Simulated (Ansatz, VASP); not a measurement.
**One calculation of BaO, two programs**

```
Ba O
1.0
     0.00000    2.74506    2.74506
     2.74506    0.00000    2.74506
     2.74506    2.74506    0.00000
Ba O
1 1
Direct
  0.00000 0.00000 0.00000
  0.50000 0.50000 0.50000
```

Alike in both runs: task single point; functional PBEsol; k mesh 8 × 8 × 8; no spin polarisation.

|  | VASP | Ansatz |
| --- | --- | --- |
| version | VASP 6.6.1 | Ansatz 0.2.0 |
| potentials or method | VASP PAW PBE potentials, release 64 (Ba_sv, O_h), cutoff 1340 eV | scalar-relativistic, plane waves, PAW |
| occupations | gaussian, width 0.01 eV | fixed |
| valence electrons in the cell | 16 | 16 |

Ansatz gave:

* gap on the k mesh at the Fermi level (eV): 1.84
* least direct gap on the mesh (eV): 1.84
* pressure (GPa): 0.0

Problem. What did VASP give for the same quantities?

Solution. gap on the k mesh at the Fermi level (eV): 1.77; least direct gap on the mesh (eV): 1.77; pressure (GPa): 1.9.

VASP's potentials were made for PBE, not for PBEsol, and Ansatz warns of the same on its side.

Spin-orbit coupling is off throughout.
